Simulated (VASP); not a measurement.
NdHf: single point with PBE

NdHf:

```
Nd Hf
1.0
     3.17436    0.00000    0.00000
    -1.58718    2.74908    0.00000
     0.00000    0.00000    6.32175
Nd Hf
1 1
Cartesian
  0.0000 0.0000 5.2348
  0.0000 0.0000 2.0736
```

```json
{
  "Program": "VASP 6.6.1",
  "Task": "single point",
  "Functional": "PBE",
  "Potentials or basis": "VASP PAW PBE potentials, release 64 (Nd, Hf_pv)",
  "Cutoff": "520 eV",
  "k mesh": "7 × 7 × 4",
  "Occupations": "gaussian, width 0.2 eV",
  "Spin": "no spin polarisation"
}
```

```json
{
 "Pressure": "-8.1 GPa",
 "Band gap on the k mesh": "zero (band 12 reaches 4.68 eV, above the bottom of band 13 at 4.53 eV)"
}
```

Stress tensor (GPa, compression positive):
```
-9.23  0.00  0.00
 0.00 -9.23  0.00
 0.00  0.00 -5.93
```

Levels at points of the mesh, in eV from the Fermi level:
```
           k point  band 8  band 9  band 10  band 11  band 12  band 13  band 14  band 15  band 16  band 17
(0.00, 0.00, 0.00)   -5.59   -1.50    -1.02    -0.34    -0.06     0.15     0.15     0.42     0.42     0.73
(0.00, 0.00, 0.50)   -5.03   -2.29    -0.34    -0.25    -0.21     0.15     0.15     0.39     0.39     0.54
```

Run time: 84 s on 1 thread of AMD EPYC 7R13 Processor (Zen 3), with other jobs on the host, peak memory 0.17 GiB.

Caveat: spin-orbit coupling is left out, which moves the levels of the heavy elements; without U or exact exchange the open f shell lies at the Fermi level, which spoils levels, moments and volumes. Spin polarisation is off, so any magnetic state and its effect on volume and gap are missing.
